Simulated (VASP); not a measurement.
Set up this calculation in VASP 6.6.1, as the native input.

```
Task                   : single point
Functional             : r2SCAN
Dispersion             : D3(BJ)
Potentials or basis    : VASP PAW PBE potentials, release 64 (Li_sv, Se)
Cutoff                 : 830 eV
k mesh                 : 8 × 8 × 8
Occupations            : gaussian, width 0.05 eV
Spin                   : no spin polarisation
Dipole correction      : no
Further INCAR settings : ALGO = Normal; EDIFF = 1e-06; NBANDS = 13
```

The system is Li2Se.

```
Li Se
1.0
     0.00000    2.99454    2.99454
     2.99454    0.00000    2.99454
     2.99454    2.99454    0.00000
Li Se
2 1
Direct
  0.25000 0.25000 0.25000
  0.75000 0.75000 0.75000
  0.00000 0.00000 0.00000
```

The input as run:

POSCAR

```
Li2Se
1.0
    0.0000000000      2.9945373458      2.9945373458
    2.9945373458      0.0000000000      2.9945373458
    2.9945373458      2.9945373458      0.0000000000
Li Se
2 1
Direct
    0.2500000000      0.2500000000      0.2500000000
    0.7500000000      0.7500000000      0.7500000000
    0.0000000000      0.0000000000      0.0000000000
```

INCAR.step1

```
  ALGO = Normal
  EDIFF = 1E-5
  ENCUT = 830
  GGA = PE
  GGA_COMPAT = F
  ISMEAR = 0
  LASPH = T
  LCHARG = F
  LREAL = F
  LWAVE = T
  NBANDS = 13
  NELM = 120
  PREC = Accurate
  SIGMA = 0.05
```

INCAR.step2

```
  ALGO = Normal
  EDIFF = 1E-6
  ENCUT = 830
  GGA_COMPAT = F
  ISIF = 2
  ISMEAR = 0
  ISTART = 1
  IVDW = 12
  LASPH = T
  LCHARG = F
  LMIXTAU = T
  LREAL = F
  LWAVE = F
  METAGGA = R2SCAN
  NBANDS = 13
  NELM = 120
  PREC = Accurate
  SIGMA = 0.05
  VDW_A1 = 0.49484001
  VDW_A2 = 5.73083694
  VDW_S6 = 1.0
  VDW_S8 = 0.78981345
```

KPOINTS

```
k-points
0
Gamma
  8 8 8
```

Potentials or basis: VASP PAW PBE potentials, release 64 (Li_sv, Se).

Launch:

```bash
$ cat potpaw_PBE.64/Li_sv/POTCAR potpaw_PBE.64/Se/POTCAR > POTCAR
$ cp INCAR.step1 INCAR
$ mpirun -np 1 vasp_std > vasp.out
$ cp INCAR.step2 INCAR
$ mpirun -np 1 vasp_std > vasp.out
```

It gave:

| Property | Result |
| --- | --- |
| Pressure | -1.3 GPa |
| Band gap on the k mesh | 3.46 eV (least direct gap 4.17 eV) |
| Dispersion energy per atom | -0.126 eV |

Caveat: three body term missing; the PAW data sets were made with another functional, which shifts forces and pressure a little.

Run time: 110 s on 1 thread of Intel(R) Xeon(R) Platinum 8488C (Sapphire Rapids) (shared host), peak memory 0.28 GiB.
